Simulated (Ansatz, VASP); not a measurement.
**H12CO5 in VASP and in Ansatz**

```xyz
18
Lattice="6.2411 0.0000 0.0000 0.0000 6.2411 0.0000 0.0000 0.0000 6.2411" Properties=species:S:1:pos:R:3 pbc="T T T"
O     2.7446    4.8892    2.6138
O     4.9176    3.9415    1.2553
O     1.2430    2.4090    4.0898
O     3.8529    4.6112    5.0852
O    -0.4201    6.5955    5.6017
H     3.5116    4.5771    2.0565
H     2.6742    5.8441    2.4527
H     5.5538    4.6760    1.1958
H     4.5653    3.8860    0.3290
H     1.0325    3.0306    3.3710
H     1.9176    2.8891    4.6037
H     3.4833    4.6656    4.1634
H     4.3300    5.4705    5.1928
H     0.4794    4.7592    5.4737
H    -0.2409    7.4968    5.2635
H     0.7426    5.7926    4.0459
H     1.6266    6.1332    5.5704
C     0.6713    5.7884    5.1447
```

Alike in both runs: functional PBE; dispersion D3(BJ); k mesh 1 × 1 × 1; occupations fermi-dirac, width 0.05 eV; no spin polarisation.

Ansatz relaxed the structure, and its values are those at the end. VASP's run is a single point on that final structure, the one shown.

|  | VASP | Ansatz |
| --- | --- | --- |
| version | VASP 6.6.1 | Ansatz 0.2.0 |
| potentials or method | VASP PAW PBE potentials, release 64 (O_h, H_h, C_h), cutoff 1000 eV | scalar-relativistic, plane waves, PAW |
| valence electrons in the cell | 46 | 46 |

VASP gave:

- gap on the k mesh at the Fermi level (eV): 4.47
- rms of the force components (eV/Å): 0.074

**Question.** What did Ansatz give for the same quantities?

**Answer.** gap on the k mesh at the Fermi level (eV): 4.46; rms of the force components (eV/Å): 0.074.

Ansatz's warnings: xc potential rough in thin density.
